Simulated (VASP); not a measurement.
Input of a VASP 6.6.1 run:

INCAR

```
PREC     = Accurate       # precision mode
ENCUT    = 520            # plane-wave cutoff, eV
EDIFF    = 1E-8           # SCF threshold, eV
ISMEAR   = -1             # smearing method
SIGMA    = 0.05           # smearing width, eV
LREAL    = F              # projectors in reciprocal space
LASPH    = T              # aspherical terms in the spheres
NELM     = 80             # most SCF steps
ALGO     = Normal         # electronic algorithm
ISIF     = 2              # what is computed and relaxed
LWAVE    = F              # write WAVECAR
LCHARG   = F              # write CHGCAR
GGA      = PE             # functional
LEFG     = T            
NBANDS   = 12             # bands
```

KPOINTS

```
regular mesh
0
Gamma
  9 9 14
```

The input POSCAR:

```
Be
1.0
    3.7842821400      0.0000000000      0.0000000000
    0.0000000000      3.7842821400      0.0000000000
    0.0000000000      0.0000000000      2.2812800000
Be
4
Direct
    0.2974080000      0.2974080000      0.0000000000
    0.7025920000      0.7025920000      0.0000000000
    0.2025920000      0.7974080000      0.5000000000
    0.7974080000      0.2025920000      0.5000000000
```

Potentials or basis: VASP PAW PBE potentials, release 64 (Be).

The run is started by

```console
$ cat potpaw_PBE.64/Be/POTCAR > POTCAR
$ mpirun -np 1 vasp_std > vasp.out
```

Q: Estimate the pressure.

A: -2.1 GPa.

Q: What does it give for the band gap on the k mesh?

A: Zero (band 4 reaches 7.61 eV, above the bottom of band 5 at 5.53 eV).

Electric field gradients, principal values (V/Å²):
```
atom   least  middle  greatest (by size)
1 Be  -0.614  -1.169               1.783
2 Be  -0.614  -1.169               1.783
3 Be  -0.614  -1.169               1.783
4 Be  -0.614  -1.169               1.783
```

Caveat: the cell differs from its parent crystal (equal xx and yy strain of +1 %); without QUAD_EFG the Cq values of the log hold for a quadrupole moment of 1 mb, not for the nuclei.
